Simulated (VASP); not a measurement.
MgO: relaxation of cell and atoms with PBE+D3(BJ)

Crystal: MgO.

```
CELL_PARAMETERS angstrom
0.00000 2.09700 2.09700
2.09700 0.00000 2.09700
2.09700 2.09700 0.00000
ATOMIC_POSITIONS crystal
Mg 0.00000 0.00000 0.00000
O 0.50000 0.50000 0.50000
```

```yaml
Program: VASP 6.6.1
Task: relaxation of cell and atoms
Functional: PBE
Dispersion: D3(BJ)
Potentials_or_basis: VASP PAW PBE potentials, release 64 (Mg, O)
Cutoff: 600 eV
k_mesh: 11 × 11 × 11
Occupations: fermi-dirac, width 0.05 eV
Spin: no spin polarisation
Dipole_correction: no
Further_INCAR_settings: ALGO = Normal; EDIFF = 1e-07; IBRION = 2; EDIFFG = -0.01; NSW = 60; ISIF = 3
```

```yaml
Relaxed_volume: 9.26 Å³/atom
Relaxed_cell: a = 2.969 Å, b = 2.969 Å, c = 2.969 Å, α = 60.00°, β = 60.00°, γ = 60.00°
Space_group_after_relaxing_to_0.05_Å: Fm-3m (No. 225)
Energy_gained_by_relaxing: 0.1 meV/atom
Ionic_steps: 3
Pressure_after_relaxing: 0.0 GPa
Band_gap_on_the_k_mesh: 4.82 eV, direct
Dispersion_energy_per_atom: -0.296 eV
```

Step by step:
```tsv
step	energy change (eV)	largest force (eV/Å)	pressure (GPa)	volume (Å³)
1	0.0000	0.0000	0.61	18.44
2	-0.0001	0.0000	-0.21	18.54
3	-0.0001	0.0000	0.00	18.51
```

Final structure:
```cif
data_structure
_symmetry_space_group_name_H-M 'P 1'
_symmetry_Int_Tables_number 1
_cell_length_a 2.9693
_cell_length_b 2.9693
_cell_length_c 2.9693
_cell_angle_alpha 60.000
_cell_angle_beta 60.000
_cell_angle_gamma 60.000
_cell_volume 18.51
loop_
_atom_site_label
_atom_site_type_symbol
_atom_site_fract_x
_atom_site_fract_y
_atom_site_fract_z
_atom_site_occupancy
Mg1 Mg 0.00000 0.00000 0.00000 1
O1 O 0.50000 0.50000 0.50000 1
```

Levels at points of the mesh, in eV from the valence-band top:
```
           k point  band 2  band 3  band 4  band 5  band 6  band 7
(0.00, 0.00, 0.00)    0.00    0.00    0.00    4.82   15.85   15.85
```

Run time: 49 s on 1 thread of AMD EPYC 7R13, on a shared host, peak memory 0.13 GiB.

A hybrid or GW would open this gap; PBE tends to underestimate it.
